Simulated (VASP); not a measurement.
# Se (Im-3m) in VASP: notebook

Se is run at these levels: RPBE; tasks: single point.

Everything below comes from runs of VASP 6.6.1. Logs are shortened: lines on timing, memory, paths and dates and some standing lists are left out, and cuts for length are marked.

## 1. The cell of the first run

Symmetry: Im-3m, No. 229, cubic system. The conventional cell has a = 3.375 Å, b = 3.375 Å, c = 3.375 Å, α = 90.00°, β = 90.00°, γ = 90.00°. Within 3.9 Å of Se (site symmetry m-3m) lie 14 Se at 2.92 to 3.38 Å.

## 2. Single point, RPBE (volume scaled by 0.92)

INCAR

```
PREC     = Accurate       # precision mode
ENCUT    = 520            # plane-wave cutoff, eV
EDIFF    = 1E-6           # SCF threshold, eV
ISMEAR   = -1             # smearing method
SIGMA    = 0.1            # smearing width, eV
LREAL    = F              # projectors in reciprocal space
LASPH    = T              # aspherical terms in the spheres
NELM     = 100            # most SCF steps
ALGO     = Normal         # electronic algorithm
ISIF     = 2              # what is computed and relaxed
LWAVE    = F              # write WAVECAR
LCHARG   = F              # write CHGCAR
GGA      = RP             # functional
NBANDS   = 9              # bands
```

KPOINTS

```
Automatic mesh
0
Gamma
  14 14 14
```

POSCAR

```
Se
1.0
   -1.6877039244      1.6877039244      1.6877039244
    1.6877039244     -1.6877039244      1.6877039244
    1.6877039244      1.6877039244     -1.6877039244
Se
1
Direct
    0.0000000000      0.0000000000      0.0000000000
```

Potentials or basis: VASP PAW PBE potentials, release 64 (Se).

The run is started by

```console
> cat potpaw_PBE.64/Se/POTCAR > POTCAR
> mpirun -np 1 vasp_std > vasp.out
```

OUTCAR:

```text
PREC = Accurate
   ENCUT = 520
   EDIFF = 1E-6
   ISMEAR = -1
   LREAL = F
   LASPH = T
   NELM = 100
   ISIF = 2
   GGA = RP

 ion  position               nearest neighbor table
   1  0.000  0.000  0.000-

  LATTYP: Found a body centered cubic cell.
 ALAT       =     3.3754078488

  Lattice vectors:

 A1 = (  -1.6877039244,   1.6877039244,   1.6877039244)
 A2 = (   1.6877039244,  -1.6877039244,   1.6877039244)
 A3 = (   1.6877039244,   1.6877039244,  -1.6877039244)

Analysis of symmetry for initial positions (statically):
=====================================================================
 Subroutine PRICEL returns:
 Original cell was already a primitive cell.

 Routine SETGRP: Setting up the symmetry group for a
 body centered cubic supercell.

 Subroutine GETGRP returns: Found 48 space group operations
 (whereof 48 operations were pure point group operations)
 out of a pool of 48 trial point group operations.

The static configuration has the point symmetry O_h .

Analysis of symmetry for dynamics (positions and initial velocities):
=====================================================================
 Subroutine PRICEL returns:
 Original cell was already a primitive cell.

 Routine SETGRP: Setting up the symmetry group for a
 body centered cubic supercell.

 Subroutine GETGRP returns: Found 48 space group operations
 (whereof 48 operations were pure point group operations)
 out of a pool of 48 trial point group operations.

The dynamic configuration has the point symmetry O_h .

 Subroutine INISYM returns: Found 48 space group operations
 (whereof 48 operations are pure point group operations),
 and found     1 'primitive' translations

----------------------------------------------------------------------------------------

                                     Primitive cell

  volume of cell :      19.2286

  direct lattice vectors                    reciprocal lattice vectors
    -1.687703924  1.687703924  1.687703924     0.000000000  0.296260495  0.296260495
     1.687703924 -1.687703924  1.687703924     0.296260495  0.000000000  0.296260495
     1.687703924  1.687703924 -1.687703924     0.296260495  0.296260495  0.000000000

  length of vectors
     2.923188945  2.923188945  2.923188945     0.418975610  0.418975610  0.418975610

  position of ions in fractional coordinates (direct lattice)
     0.000000000  0.000000000  0.000000000

  ion indices of the primitive-cell ions
   primitive index   ion index
                 1           1

----------------------------------------------------------------------------------------

 KPOINTS: Automatic mesh

Automatic generation of k-mesh.
 Grid dimensions read from file:
 generate k-points for:   14   14   14

 Generating k-lattice:

  Cartesian coordinates                     Fractional coordinates (reciprocal lattice)
     0.000000000  0.021161464  0.021161464     0.071428571  0.000000000  0.000000000
     0.021161464  0.000000000  0.021161464     0.000000000  0.071428571  0.000000000
     0.021161464  0.021161464  0.000000000     0.000000000  0.000000000  0.071428571

  Length of vectors
     0.029926829  0.029926829  0.029926829

  Shift w.r.t. Gamma in fractional coordinates (k-lattice)
     0.000000000  0.000000000  0.000000000

 Subroutine IBZKPT returns following result:
 ===========================================

 Found    104 irreducible k-points:

 Following reciprocal coordinates:
            Coordinates               Weight
  0.000000  0.000000  0.000000      1.000000
  0.071429  0.000000  0.000000     12.000000
  0.142857  0.000000  0.000000     12.000000
  0.214286  0.000000  0.000000     12.000000
  0.285714  0.000000  0.000000     12.000000
  0.357143  0.000000  0.000000     12.000000
[... 16 lines left out ...]
  0.285714  0.285714  0.000000     24.000000
  0.357143  0.285714  0.000000     24.000000
 [... further k-points ...]
   k-points           NKPTS =    104   k-points in BZ     NKDIM =    104   number of bands    NBANDS=      9
   number of dos      NEDOS =    301   number of ions     NIONS =      1
   total plane-waves  NPLWV =  13824
   dimension x,y,z NGX =    24 NGY =   24 NGZ =   24
   dimension x,y,z NGXF=    48 NGYF=   48 NGZF=   48
   ions per type =               1
   NGX,Y,Z   is equivalent  to a cutoff of  13.65, 13.65, 13.65 a.u.
   NGXF,Y,Z  is equivalent  to a cutoff of  27.30, 27.30, 27.30 a.u.
 SYSTEM =  unknown system
   PREC   = accura    normal or accurate (medium, high low for compatibility)
   ISTART =      0    job   : 0-new  1-cont  2-samecut
   ICHARG =      2    charge: 1-file 2-atom 10-const
   ISPIN  =      1    spin polarized calculation?
   LNONCOLLINEAR =      F non collinear calculations
   LSORBIT =      F    spin-orbit coupling
   LASPH  =      T    aspherical Exc in radial PAW
   ENCUT  =  520.0 eV  38.22 Ry    6.18 a.u.   5.44  5.44  5.44*2*pi/ulx,y,z
   NELM   =    100;   NELMIN=  2; NELMDL= -5     # of ELM steps
   EDIFF  = 0.1E-05   stopping-criterion for ELM
   LREAL  =      F    real-space projection
   EDIFFG = 0.1E-04   stopping-criterion for IOM
   NSW    =      0    number of steps for IOM
   IBRION =     -1    ionic relax: 0-MD 1-quasi-New 2-CG
   NFREE  =      0    steps in history (QN), initial steepest desc. (CG)
   ISIF   =      2    stress and relaxation
   ISYM   =      2    0-nonsym 1-usesym 2-fastsym
   POTIM  = 0.5000    time-step for ionic-motion
   TEBEG  =    0.0;   TEEND  =   0.0 temperature during run
   PSTRESS=    0.0 pullay stress
   NELECT =       6.0000    total number of electrons
   NUPDOWN=      -1.0000    fix difference up-down
   EMIN   =  10.00;   EMAX   =-10.00  energy-range for DOS
   EFERMI =   0.00;   METHOD = LEGACY
   ISMEAR =    -1;   SIGMA  =   0.10  broadening in eV -4-tet -1-fermi 0-gaus
   EFERMI_NEDOS =   21; number of points for ismear=-14 and -15
   IALGO  =     38    algorithm
   IMIX   =      4    mixing-type and parameters
     AMIX     =   0.40;   BMIX     =  1.00
     AMIX_MAG =   1.60;   BMIX_MAG =  1.00
  volume/ion in A,a.u.               =      19.23       129.76
  Fermi-wavevector in a.u.,A,eV,Ry     =   1.110390  2.098333 16.775529  1.232967
  Thomas-Fermi vector in A             =   2.246941
   LORBIT       =      0    0 simple, 1 ext, 2 COOP (PROOUT), +10 PAW based schemes
   GGA     = RP    functional components
   LHFCALC =     F    Hartree Fock is set to
   AEXX    =    0.0000 exact exchange contribution
   IVDW    =     0    specifies the selected vdW correction
   LEPSILON=     F    determine dielectric tensor
   LRPA    =     F    only Hartree local field effects (RPA)
 non-spin polarized calculation
  energy-cutoff  :      520.00
  volume of cell :       19.23
 maximum number of plane-waves:       537
 NGX is ok and might be reduce to    24
   NGX = 11   NGY = 11   NGZ = 11

 number of electron       6.0000001 magnetization

 Free energy of the ion-electron system (eV)
  ---------------------------------------------------
  ext. energy  EPLUGINS =         0.00000000
  ---------------------------------------------------
  free energy    TOTEN  =        -2.48474658 eV

  energy without entropy =       -2.46261263  energy(sigma->0) =       -2.47367960

 E-fermi :   6.2469     XC(G=0): -10.8005

 val. band max:        6.2273787557   @ k =  -0.4286  -0.4286   0.2143
 cond. band min:       6.2618202338   @ k =  -0.2143   0.2143   0.2143
 fundamental gap:      0.0344414782
 Fermi energy:         6.2468951858

 k-point     1 :       0.0000    0.0000    0.0000
  band No.  band energies     occupation
      1     -10.3215      2.00000
      2       9.5622      0.00000
      3       9.5622      0.00000
      4       9.5622      0.00000
      5      18.2761      0.00000
      6      18.7840      0.00000
      7      18.7840      0.00000
      8      18.7840      0.00000
      9      21.9260      0.00000

 k-point     2 :       0.0714    0.0000    0.0000
  band No.  band energies     occupation
      1     -10.2069      2.00000
      2       8.8445      0.00000
      3       9.3118      0.00000
      4       9.5168      0.00000
      5      18.2465      0.00000
      6      18.3078      0.00000
      7      19.0895      0.00000
      8      19.2757      0.00000
      9      20.9529      0.00000

 k-point     3 :       0.1429    0.0000    0.0000
  band No.  band energies     occupation
      1      -9.8665      2.00000
      2       7.1585      0.00022
      3       8.7017      0.00000
      4       9.3875      0.00000
      5      17.0559      0.00000
      6      17.3570      0.00000
      7      20.2748      0.00000
      8      20.6089      0.00000
      9      21.0698      0.00000

 k-point     4 :       0.2143    0.0000    0.0000
  band No.  band energies     occupation
      1      -9.3125      2.00000
      2       5.1230      1.99997
      3       7.9779      0.00000
      4       9.1967      0.00000
      5      15.7294      0.00000
      6      16.4054      0.00000
      7      20.9001      0.00000
      8      21.0110      0.00000
      9      22.5337      0.00000
[... 205 lines left out ...]
 k-point    22 :       0.3571    0.2143    0.0000
  band No.  band energies     occupation
      1      -6.1956      2.00000
      2       0.1409      2.00000
      3       3.2640      2.00000
      4       7.5043      0.00001
      5      15.1291      0.00000
      6      18.0158      0.00000
      7      21.3011      0.00000
      8      22.6261      0.00000
      9      27.3927      0.00000

 k-point    23 :       0.2857    0.2857    0.0000
  band No.  band energies     occupation
      1      -6.1557      2.00000
      2       0.6600      2.00000
      3       2.4310      2.00000
      4       7.4291      0.00001
      5      15.5070      0.00000
      6      18.2752      0.00000
      7      20.9581      0.00000
      8      23.5717      0.00000
      9      25.8081      0.00000

 k-point    24 :       0.3571    0.2857    0.0000
  band No.  band energies     occupation
      1      -5.9135      2.00000
      2       0.6697      2.00000
      3       1.8611      2.00000
      4       7.3575      0.00003
      5      15.5904      0.00000
      6      18.8654      0.00000
      7      20.1329      0.00000
      8      24.1814      0.00000
      9      26.3660      0.00000

 [... further k-points ...]
[... 5 lines left out ...]
  --------------------------------------------------------------------------------------
  -------------------------------------------------------------------------------------
  Total        0.8314532      0.8314532      0.8314532      0.0000000      0.0000000      0.0000000
  in kB       69.2786863     69.2786863     69.2786863      0.0000000      0.0000000      0.0000000
  external PRESSURE =      69.2786863 kB  Pullay stress =       0.0000000 kB

 VOLUME and BASIS-vectors are now :
 -----------------------------------------------------------------------------
  energy-cutoff  :      520.00
  volume of cell :       19.23
      direct lattice vectors                 reciprocal lattice vectors
    -1.687703924  1.687703924  1.687703924     0.000000000  0.296260495  0.296260495
     1.687703924 -1.687703924  1.687703924     0.296260495  0.000000000  0.296260495
     1.687703924  1.687703924 -1.687703924     0.296260495  0.296260495  0.000000000

 POSITION                                       TOTAL-FORCE (eV/Angst)
 -----------------------------------------------------------------------------------
      0.00000      0.00000      0.00000         0.000000      0.000000      0.000000
 -----------------------------------------------------------------------------------
    total drift:                                0.000000     -0.000000      0.000000

  FREE ENERGIE OF THE ION-ELECTRON SYSTEM (eV)
  ---------------------------------------------------
  free  energy   TOTEN  =        -2.4847465794 eV

  energy  without entropy=       -2.4626126255  energy(sigma->0) =       -2.47367960
```

Run time: 5.7 s. Hardware: 1 thread of Intel Xeon 6975P-C (Granite Rapids), shared host; peak memory 0.14 GiB.

What came out:

| Property | Result |
| --- | --- |
| Free energy | -2.4847 eV |
| Pressure | 6.9 GPa |
| Band gap on the k mesh | zero (band 3 reaches 9.56 eV, above the bottom of band 4 at 2.85 eV) |

Caveat: the PAW data sets were made with another functional, which shifts forces and pressure a little.

## 3. Single point, RPBE (volume scaled by 0.96)

INCAR

```
ALGO     = Normal         # electronic algorithm
EDIFF    = 1E-6           # SCF threshold, eV
ENCUT    = 520            # plane-wave cutoff, eV
GGA      = RP             # functional
ISIF     = 2              # what is computed and relaxed
ISMEAR   = -1             # smearing method
LASPH    = True           # aspherical terms in the spheres
LCHARG   = False          # write CHGCAR
LREAL    = False          # projectors in reciprocal space
LWAVE    = False          # write WAVECAR
NBANDS   = 9              # bands
NELM     = 100            # most SCF steps
PREC     = Accurate       # precision mode
SIGMA    = 0.1            # smearing width, eV
```

KPOINTS

```
k-points
0
Gamma
  14 14 14
```

POSCAR

```
Se
1.0
   -1.7118172383      1.7118172383      1.7118172383
    1.7118172383     -1.7118172383      1.7118172383
    1.7118172383      1.7118172383     -1.7118172383
Se
1
Direct
    0.0000000000      0.0000000000      0.0000000000
```

Potentials or basis: VASP PAW PBE potentials, release 64 (Se).

The run is started by

```console
> cat potpaw_PBE.64/Se/POTCAR > POTCAR
> mpirun -np 1 vasp_std > vasp.out
```

OUTCAR:

```text
EDIFF = 1E-6
   ENCUT = 520
   GGA = RP
   ISIF = 2
   ISMEAR = -1
   LASPH = True
   LREAL = False
   NELM = 100
   PREC = Accurate

 ion  position               nearest neighbor table
   1  0.000  0.000  0.000-

  LATTYP: Found a body centered cubic cell.
 ALAT       =     3.4236344766

  Lattice vectors:

 A1 = (  -1.7118172383,   1.7118172383,   1.7118172383)
 A2 = (   1.7118172383,  -1.7118172383,   1.7118172383)
 A3 = (   1.7118172383,   1.7118172383,  -1.7118172383)

Analysis of symmetry for initial positions (statically):
=====================================================================
 Subroutine PRICEL returns:
 Original cell was already a primitive cell.

 Routine SETGRP: Setting up the symmetry group for a
 body centered cubic supercell.

 Subroutine GETGRP returns: Found 48 space group operations
 (whereof 48 operations were pure point group operations)
 out of a pool of 48 trial point group operations.

The static configuration has the point symmetry O_h .

[... 153 lines left out ...]
  ---------------------------------------------------
  free energy    TOTEN  =        -2.51091719 eV

  energy without entropy =       -2.48824062  energy(sigma->0) =       -2.49957891

 E-fermi :   5.7122     XC(G=0): -10.5965

 val. band max:        5.7014004812   @ k =   0.2857   0.2143   0.0714
 cond. band min:       5.7252038275   @ k =  -0.2143   0.2143   0.2143
 fundamental gap:      0.0238033464
 Fermi energy:         5.7121864206

 k-point     1 :       0.0000    0.0000    0.0000
  band No.  band energies     occupation
      1     -10.4619      2.00000
      2       8.7942      0.00000
      3       8.7942      0.00000
      4       8.7942      0.00000
      5      17.1483      0.00000
      6      18.1497      0.00000
      7      18.1497      0.00000
      8      18.1497      0.00000
      9      21.2276      0.00000
[... 265 lines left out ...]
 k-point    24 :       0.3571    0.2857    0.0000
  band No.  band energies     occupation
      1      -6.3868      2.00000
      2       0.4351      2.00000
      3       1.5727      2.00000
      4       6.7734      0.00005
      5      14.9285      0.00000
      6      18.1357      0.00000
      7      19.3821      0.00000
      8      23.3181      0.00000
      9      25.3882      0.00000

 [... further k-points ...]
[... 5 lines left out ...]
  --------------------------------------------------------------------------------------
  -------------------------------------------------------------------------------------
  Total        0.4000044      0.4000044      0.4000044      0.0000000     -0.0000000      0.0000000
  in kB       31.9406046     31.9406046     31.9406046      0.0000000     -0.0000000      0.0000000
  external PRESSURE =      31.9406046 kB  Pullay stress =       0.0000000 kB

 VOLUME and BASIS-vectors are now :
 -----------------------------------------------------------------------------
  energy-cutoff  :      520.00
  volume of cell :       20.06
      direct lattice vectors                 reciprocal lattice vectors
    -1.711817238  1.711817238  1.711817238     0.000000000  0.292087256  0.292087256
     1.711817238 -1.711817238  1.711817238     0.292087256  0.000000000  0.292087256
     1.711817238  1.711817238 -1.711817238     0.292087256  0.292087256  0.000000000

 POSITION                                       TOTAL-FORCE (eV/Angst)
 -----------------------------------------------------------------------------------
      0.00000      0.00000      0.00000         0.000000     -0.000000     -0.000000
 -----------------------------------------------------------------------------------
    total drift:                                0.000000      0.000000     -0.000000

  FREE ENERGIE OF THE ION-ELECTRON SYSTEM (eV)
  ---------------------------------------------------
  free  energy   TOTEN  =        -2.5109171949 eV

  energy  without entropy=       -2.4882406187  energy(sigma->0) =       -2.49957891
```

stdout:

```text
POSCAR found type information on POSCAR Se
 POSCAR found :  1 types and       1 ions
 scaLAPACK will be used
 -----------------------------------------------------------------------------
|                                                                             |
|                                                                             |
|     You enforced a specific xc type in the INCAR file but a different       |
|     I HOPE YOU KNOW WHAT YOU ARE DOING!                                     |
|                                                                             |
 -----------------------------------------------------------------------------

 LDA part: xc-table for (Slater+PW92), standard interpolation
 POSCAR, INCAR and KPOINTS ok, starting setup
 FFT: planning ... GRIDC
 FFT: planning ... GRID_SOFT
 FFT: planning ... GRID
 WAVECAR not read
 entering main loop
```

Wall time 5.4 s (1 thread of Intel Xeon 6975P-C (Granite Rapids), shared host); peak memory 0.14 GiB.

What came out:

```yaml
Free_energy: -2.5109 eV
Pressure: 3.2 GPa
Band_gap_on_the_k_mesh: zero (band 3 reaches 8.79 eV, above the bottom of band 4 at 2.49 eV)
```

Levels at points of the mesh, in eV from the Fermi level:
```
           k point  band 1  band 2  band 3  band 4  band 5  band 6  band 7
(0.00, 0.00, 0.00)  -16.17    3.08    3.08    3.08   11.44   12.44   12.44
(0.50, 0.00, 0.00)  -12.67   -6.68    0.08    2.22    6.99    8.36   17.52
(0.50, 0.50, 0.50)  -10.25   -3.23   -3.23   -3.23    4.10    4.10   22.74
```

Caveat: the PAW data sets were made with another functional, which shifts forces and pressure a little.

[end of part 1 of 2]
